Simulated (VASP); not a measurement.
# Mo (Im-3m) in VASP: a series of runs, part 3 of 3

VASP 6.6.1. Earlier steps stand in the parts before.

**4. Single point, PBEsol (volume scaled by 1.06)**

File INCAR:

```
SYSTEM = Mo
PREC     = Accurate       ! precision mode
ENCUT    = 520            ! plane-wave cutoff, eV
EDIFF    = 1E-7           ! SCF threshold, eV
ISMEAR   = 0              ! smearing method
SIGMA    = 0.1            ! smearing width, eV
LREAL    = .FALSE.        ! projectors in reciprocal space
LASPH    = .TRUE.         ! aspherical terms in the spheres
NELM     = 80             ! most SCF steps
ALGO     = Normal         ! electronic algorithm
ISIF     = 2              ! what is computed and relaxed
LWAVE    = .FALSE.        ! write WAVECAR
LCHARG   = .FALSE.        ! write CHGCAR
GGA      = PS             ! functional
NBANDS   = 13             ! bands
```

File KPOINTS:

```
regular mesh
0
G
  18 18 18
  0 0 0
```

File POSCAR:

```
Mo
1.0
   -1.5953311527      1.5953311527      1.5953311527
    1.5953311527     -1.5953311527      1.5953311527
    1.5953311527      1.5953311527     -1.5953311527
Mo
1
Direct
    0.0000000000      0.0000000000      0.0000000000
```

Potentials or basis: VASP PAW PBE potentials, release 64 (Mo_sv).

Run with:

```console
cat potpaw_PBE.64/Mo_sv/POTCAR > POTCAR
mpirun -np 1 vasp_std > vasp.out
```

OUTCAR:

```text
SYSTEM = Mo
   PREC = Accurate
   ENCUT = 520
   EDIFF = 1E-7
   ISMEAR = 0
   LREAL = .FALSE.
   LASPH = .TRUE.
   NELM = 80
   ISIF = 2
   GGA = PS

 ion  position               nearest neighbor table
   1  0.000  0.000  0.000-

  LATTYP: Found a body centered cubic cell.
 ALAT       =     3.1906623054

  Lattice vectors:

 A1 = (  -1.5953311527,   1.5953311527,   1.5953311527)
 A2 = (   1.5953311527,  -1.5953311527,   1.5953311527)
 A3 = (   1.5953311527,   1.5953311527,  -1.5953311527)

Analysis of symmetry for initial positions (statically):
=====================================================================
 Subroutine PRICEL returns:
 Original cell was already a primitive cell.

 Routine SETGRP: Setting up the symmetry group for a
 body centered cubic supercell.

 Subroutine GETGRP returns: Found 48 space group operations
 (whereof 48 operations were pure point group operations)
 out of a pool of 48 trial point group operations.

The static configuration has the point symmetry O_h .

Analysis of symmetry for dynamics (positions and initial velocities):
=====================================================================
 Subroutine PRICEL returns:
 Original cell was already a primitive cell.

 Routine SETGRP: Setting up the symmetry group for a
 body centered cubic supercell.

 Subroutine GETGRP returns: Found 48 space group operations
 (whereof 48 operations were pure point group operations)
 out of a pool of 48 trial point group operations.

The dynamic configuration has the point symmetry O_h .

 Subroutine INISYM returns: Found 48 space group operations
 (whereof 48 operations are pure point group operations),
 and found     1 'primitive' translations

----------------------------------------------------------------------------------------

                                     Primitive cell

  volume of cell :      16.2410

  direct lattice vectors                    reciprocal lattice vectors
    -1.595331153  1.595331153  1.595331153     0.000000000  0.313414553  0.313414553
     1.595331153 -1.595331153  1.595331153     0.313414553  0.000000000  0.313414553
     1.595331153  1.595331153 -1.595331153     0.313414553  0.313414553  0.000000000

  length of vectors
     2.763194611  2.763194611  2.763194611     0.443235111  0.443235111  0.443235111

  position of ions in fractional coordinates (direct lattice)
     0.000000000  0.000000000  0.000000000

  ion indices of the primitive-cell ions
   primitive index   ion index
                 1           1

----------------------------------------------------------------------------------------

 KPOINTS: regular mesh

Automatic generation of k-mesh.
 Grid dimensions read from file:
 generate k-points for:   18   18   18

 Generating k-lattice:

  Cartesian coordinates                     Fractional coordinates (reciprocal lattice)
     0.000000000  0.017411920  0.017411920     0.055555556  0.000000000  0.000000000
     0.017411920  0.000000000  0.017411920     0.000000000  0.055555556  0.000000000
     0.017411920  0.017411920  0.000000000     0.000000000  0.000000000  0.055555556

  Length of vectors
     0.024624173  0.024624173  0.024624173

  Shift w.r.t. Gamma in fractional coordinates (k-lattice)
     0.000000000  0.000000000  0.000000000

 Subroutine IBZKPT returns following result:
 ===========================================

 Found    195 irreducible k-points:

 Following reciprocal coordinates:
            Coordinates               Weight
  0.000000  0.000000  0.000000      1.000000
  0.055556  0.000000  0.000000     12.000000
  0.111111  0.000000  0.000000     12.000000
  0.166667  0.000000  0.000000     12.000000
  0.222222  0.000000  0.000000     12.000000
  0.277778  0.000000  0.000000     12.000000
[... 16 lines left out ...]
  0.333333  0.111111  0.000000     48.000000
  0.388889  0.111111  0.000000     48.000000
 [... further k-points ...]
   k-points           NKPTS =    195   k-points in BZ     NKDIM =    195   number of bands    NBANDS=     13
   number of dos      NEDOS =    301   number of ions     NIONS =      1
   total plane-waves  NPLWV =  13824
   dimension x,y,z NGX =    24 NGY =   24 NGZ =   24
   dimension x,y,z NGXF=    48 NGYF=   48 NGZF=   48
   ions per type =               1
   NGX,Y,Z   is equivalent  to a cutoff of  14.44, 14.44, 14.44 a.u.
   NGXF,Y,Z  is equivalent  to a cutoff of  28.88, 28.88, 28.88 a.u.
 SYSTEM =  Mo
   PREC   = accura    normal or accurate (medium, high low for compatibility)
   ISTART =      0    job   : 0-new  1-cont  2-samecut
   ICHARG =      2    charge: 1-file 2-atom 10-const
   ISPIN  =      1    spin polarized calculation?
   LNONCOLLINEAR =      F non collinear calculations
   LSORBIT =      F    spin-orbit coupling
   LASPH  =      T    aspherical Exc in radial PAW
   ENCUT  =  520.0 eV  38.22 Ry    6.18 a.u.   5.14  5.14  5.14*2*pi/ulx,y,z
   NELM   =     80;   NELMIN=  2; NELMDL= -5     # of ELM steps
   EDIFF  = 0.1E-06   stopping-criterion for ELM
   LREAL  =      F    real-space projection
   EDIFFG = 0.1E-05   stopping-criterion for IOM
   NSW    =      0    number of steps for IOM
   IBRION =     -1    ionic relax: 0-MD 1-quasi-New 2-CG
   NFREE  =      0    steps in history (QN), initial steepest desc. (CG)
   ISIF   =      2    stress and relaxation
   ISYM   =      2    0-nonsym 1-usesym 2-fastsym
   POTIM  = 0.5000    time-step for ionic-motion
   TEBEG  =    0.0;   TEEND  =   0.0 temperature during run
   PSTRESS=    0.0 pullay stress
   NELECT =      14.0000    total number of electrons
   NUPDOWN=      -1.0000    fix difference up-down
   EMIN   =  10.00;   EMAX   =-10.00  energy-range for DOS
   EFERMI =   0.00;   METHOD = LEGACY
   ISMEAR =     0;   SIGMA  =   0.10  broadening in eV -4-tet -1-fermi 0-gaus
   EFERMI_NEDOS =   21; number of points for ismear=-14 and -15
   IALGO  =     38    algorithm
   IMIX   =      4    mixing-type and parameters
     AMIX     =   0.40;   BMIX     =  1.00
     AMIX_MAG =   1.60;   BMIX_MAG =  1.00
  volume/ion in A,a.u.               =      16.24       109.60
  Fermi-wavevector in a.u.,A,eV,Ry     =   1.558045  2.944278 33.028200  2.427504
  Thomas-Fermi vector in A             =   2.661607
   LORBIT       =      0    0 simple, 1 ext, 2 COOP (PROOUT), +10 PAW based schemes
   GGA     = PS    functional components
   LHFCALC =     F    Hartree Fock is set to
   AEXX    =    0.0000 exact exchange contribution
   IVDW    =     0    specifies the selected vdW correction
   LEPSILON=     F    determine dielectric tensor
   LRPA    =     F    only Hartree local field effects (RPA)
 non-spin polarized calculation
 Gauss-broadening in eV      SIGMA  =   0.10
  energy-cutoff  :      520.00
  volume of cell :       16.24
 maximum number of plane-waves:       466
 NGX is ok and might be reduce to    24
   NGX = 11   NGY = 11   NGZ = 11

 number of electron      14.0000000 magnetization

 Free energy of the ion-electron system (eV)
  ---------------------------------------------------
  ext. energy  EPLUGINS =         0.00000000
  ---------------------------------------------------
  free energy    TOTEN  =       -11.73757392 eV

  energy without entropy =      -11.73461109  energy(sigma->0) =      -11.73609251

 E-fermi :  11.8640     XC(G=0): -13.3140

 val. band max:       11.8298683390   @ k =  -0.4444   0.5000   0.2778
 cond. band min:      11.8810326290   @ k =  -0.3889   0.4444   0.2778
 fundamental gap:      0.0511642900
 Fermi energy:        11.8640227163

 k-point     1 :       0.0000    0.0000    0.0000
  band No.  band energies     occupation
      1     -49.3338      2.00000
      2     -22.7040      2.00000
      3     -22.7040      2.00000
      4     -22.7040      2.00000
      5       4.7049      2.00000
      6      10.5644      2.00000
      7      10.5644      2.00000
      8      10.5644      2.00000
      9      13.4372      0.00000
     10      13.4372      0.00000
     11      26.6073      0.00000
     12      26.6073      0.00000
     13      26.6073      0.00000
[... 353 lines left out ...]
 k-point    24 :       0.3889    0.1111    0.0000
  band No.  band energies     occupation
      1     -49.1055      2.00000
      2     -23.8756      2.00000
      3     -23.1387      2.00000
      4     -22.7674      2.00000
      5       7.1265      2.00000
      6       8.7719      2.00000
      7      11.8034      1.60860
      8      13.3385      0.00000
      9      14.4047      0.00000
     10      16.9922      0.00000
     11      23.0336      0.00000
     12      24.4527      0.00000
     13      28.3090      0.00000

 [... further k-points ...]

------------------------ aborting loop because EDIFF is reached ----------------------------------------

  FORCE on cell =-STRESS in cart. coord.  units (eV):
  Direction    XX          YY          ZZ          XY          YZ          ZX
  --------------------------------------------------------------------------------------
  -------------------------------------------------------------------------------------
  Total       -1.4206306     -1.4206306     -1.4206306      0.0000000     -0.0000000      0.0000000
  in kB     -140.1455150   -140.1455150   -140.1455150      0.0000000     -0.0000000      0.0000000
  external PRESSURE =    -140.1455150 kB  Pullay stress =       0.0000000 kB

 VOLUME and BASIS-vectors are now :
 -----------------------------------------------------------------------------
  energy-cutoff  :      520.00
  volume of cell :       16.24
      direct lattice vectors                 reciprocal lattice vectors
    -1.595331153  1.595331153  1.595331153     0.000000000  0.313414553  0.313414553
     1.595331153 -1.595331153  1.595331153     0.313414553  0.000000000  0.313414553
     1.595331153  1.595331153 -1.595331153     0.313414553  0.313414553  0.000000000

 POSITION                                       TOTAL-FORCE (eV/Angst)
 -----------------------------------------------------------------------------------
      0.00000      0.00000      0.00000        -0.000000     -0.000000      0.000000
 -----------------------------------------------------------------------------------
    total drift:                                0.000000      0.000000     -0.000000

  FREE ENERGIE OF THE ION-ELECTRON SYSTEM (eV)
  ---------------------------------------------------
  free  energy   TOTEN  =       -11.7375739231 eV

  energy  without entropy=      -11.7346110947  energy(sigma->0) =      -11.73609251
```

It took 53 s on 1 thread of Intel Xeon 8259CL, shared host; peak memory 0.17 GiB.

What came out:

- Free energy: -11.7376 eV
- Pressure: -14.0 GPa
- Band gap on the k mesh: zero (band 7 reaches 15.65 eV, above the bottom of band 8 at 10.56 eV)

Caveat: the PAW data sets were made with another functional, which shifts forces and pressure a little.

**5. Overview**

```csv
cell,gap on the mesh (eV),pressure (GPa)
"a = 2.725 Å, angles 109.5°, 1 atom",none,-4.0
"a = 2.737 Å, angles 109.5°, 1 atom",none,-7.3
"a = 2.763 Å, angles 109.5°, 1 atom",none,-14.0
```

Alike in all rows: task single point; level PBEsol; potentials or basis VASP PAW PBE potentials, release 64 (Mo_sv); no spin polarisation; k mesh 18 × 18 × 18; cutoff (eV) 520; smearing gaussian 0.1 eV.

Caveats: the PAW data sets were made with another functional, which shifts forces and pressure a little.

Total energies depend on the potentials used, so only differences within one code and one set of settings carry meaning.
